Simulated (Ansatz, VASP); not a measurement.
Al2O3 in VASP and in Ansatz

The input INCAR:

```
ALGO = Normal
EDIFF = 1E-7
ENCUT = 520
GGA = PE
ISIF = 2
ISMEAR = 0
IVDW = 12
LASPH = True
LCHARG = False
LREAL = False
LWAVE = False
NBANDS = 20
NELM = 60
PREC = Accurate
SIGMA = 0.05
```

KPOINTS

```
k-points
0
Gamma
  12 12 4
```

Contents of POSCAR:

```
Al2O3
1.0
    2.8843249483      0.0000000000      0.0000000000
   -1.4421624742      2.4978986780      0.0000000000
    0.0000000000      0.0000000000      9.0566518262
Al O
2 3
Direct
    0.0000000000      0.0000000000      0.1499923300
    0.0000000000      0.0000000000      0.8500076700
    0.3333333333      0.6666666667      0.2223169200
    0.6666666667      0.3333333333      0.0000000000
    0.3333333333      0.6666666667      0.7776830800
```

Input for Ansatz:

```yaml
crystal:
  lattice:
    - [2.8843249483, 0.0, 0.0]
    - [-1.4421624742, 2.497898678, 0.0]
    - [0.0, 0.0, 9.0566518262]
  atoms:
    - { symbol: Al, position: [0.0, 0.0, 0.14999233] }
    - { symbol: Al, position: [0.0, 0.0, 0.85000767] }
    - { symbol: O, position: [0.3333333333, 0.6666666667, 0.22231692] }
    - { symbol: O, position: [0.6666666667, 0.3333333333, 0.0] }
    - { symbol: O, position: [0.3333333333, 0.6666666667, 0.77768308] }
basis:
  ecutwfc: 420
kpoints:
  mp_grid: { grid: [12, 12, 4] }
hamiltonian:
  xc: pbe
  dispersion: d3bj
scf:
  occupations: { method: gaussian, width: 0.05 }
output:
  forces: true
  stress: true
  eigenvalues: true
```

Change from the starting cell: strain +0.000 along x and y, -0.030 along z, atoms carried along.

Alike in both runs: task single point; functional PBE; dispersion D3(BJ); k mesh 12 × 12 × 4; occupations gaussian, width 0.05 eV; no spin polarisation.

|  | VASP | Ansatz |
| --- | --- | --- |
| version | VASP 6.6.1 | Ansatz 0.2.0 |
| potentials or method | VASP PAW PBE potentials, release 64 (Al, O), cutoff 520 eV | scalar-relativistic, plane waves, PAW |
| valence electrons in the cell | 24 | 24 |

Ansatz gave:

| Quantity | Value |
| --- | --- |
| gap on the k mesh at the Fermi level (eV) | 4.76 |
| least direct gap on the mesh (eV) | 5.00 |
| pressure (GPa) | 1.2 |
| traceless stress, the component that is largest in VASP (GPa) | 4.01 |
| rms of the force components (eV/Å) | 0.180 |

Task: What did VASP give for the same quantities?

Result: gap on the k mesh at the Fermi level (eV): 4.74; least direct gap on the mesh (eV): 4.98; pressure (GPa): 1.2; traceless stress, the component that is largest in VASP (GPa): 3.78; rms of the force components (eV/Å): 0.180.

Atom by atom the forces differ by 0.017 eV/Å (rms over components).
